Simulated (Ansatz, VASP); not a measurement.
## One calculation of MoS2, two programs

Contents of INCAR:

```
PREC = Accurate
ENCUT = 520
EDIFF = 1E-6
ISMEAR = 0
SIGMA = 0.01
LREAL = F
LASPH = T
NELM = 60
ALGO = Normal
ISIF = 2
LWAVE = F
LCHARG = F
NBANDS = 35
```

KPOINTS

```
regular mesh
0
Gamma
  12 12 2
```

Contents of POSCAR:

```
MoS2
1.0
    3.1730194991      0.0000000000      0.0000000000
   -1.5865097496      2.7479154930      0.0000000000
    0.0000000000      0.0000000000     12.4359058611
Mo S
2 4
Direct
    0.3333333333      0.6666666667      0.2500000000
    0.6666666667      0.3333333333      0.7500000000
    0.3333333333      0.6666666667      0.6249005404
    0.6666666667      0.3333333333      0.1249005404
    0.3333333333      0.6666666667      0.8750994596
    0.6666666667      0.3333333333      0.3750994596
```

Input for Ansatz:

```yaml
crystal:
  lattice:
    - [3.1730194991, 0.0, 0.0]
    - [-1.5865097496, 2.747915493, 0.0]
    - [0.0, 0.0, 12.4359058611]
  atoms:
    - { symbol: Mo, position: [0.3333333333, 0.6666666667, 0.25] }
    - { symbol: Mo, position: [0.6666666667, 0.3333333333, 0.75] }
    - { symbol: S, position: [0.3333333333, 0.6666666667, 0.6249005404] }
    - { symbol: S, position: [0.6666666667, 0.3333333333, 0.1249005404] }
    - { symbol: S, position: [0.3333333333, 0.6666666667, 0.8750994596] }
    - { symbol: S, position: [0.6666666667, 0.3333333333, 0.3750994596] }
kpoints:
  mp_grid: { grid: [12, 12, 2] }
  band_path:
    path:
      - [0.0, 0.0, 0.0]
      - [0.5, 0.0, 0.0]
      - [0.3333333333, 0.3333333333, 0.0]
      - [0.0, 0.0, 0.5]
      - [0.5, 0.0, 0.5]
      - [0.3333333333, 0.3333333333, 0.5]
      - [0.177083, 0.177083, 0.0]
    npoints: 1
hamiltonian:
  xc: lda
scf:
  occupations: { method: fixed }
  n_extra_bands: 5
output:
  forces: true
  stress: true
  eigenvalues: true
```

Alike in both runs: task single point; functional LDA; k mesh 12 × 12 × 2; no spin polarisation.

|  | VASP | Ansatz |
| --- | --- | --- |
| version | VASP 6.6.1 | Ansatz 0.2.0 |
| potentials or method | VASP PAW LDA potentials, release 64 (Mo_sv, S) | plane waves, PAW |
| plane-wave cutoff (eV) | 520 | 420 |
| occupations | gaussian, width 0.01 eV | fixed |
| valence electrons in the cell | 52 | 52 |

Ansatz gave:

- gap on the k mesh at the Fermi level (eV): 0.86
- pressure (GPa): -5.2
- traceless stress, the component that is largest in VASP (GPa): 1.02
- rms of the force components (eV/Å): 0.152

Question: Estimate VASP's values.

Answer: gap on the k mesh at the Fermi level (eV): 0.87; pressure (GPa): -5.1; traceless stress, the component that is largest in VASP (GPa): 0.99; rms of the force components (eV/Å): 0.144.

LDA's correlation is that of Perdew and Zunger in VASP and of Perdew and Wang (1992) in Ansatz. Atom by atom the forces differ by 0.008 eV/Å (rms over components).
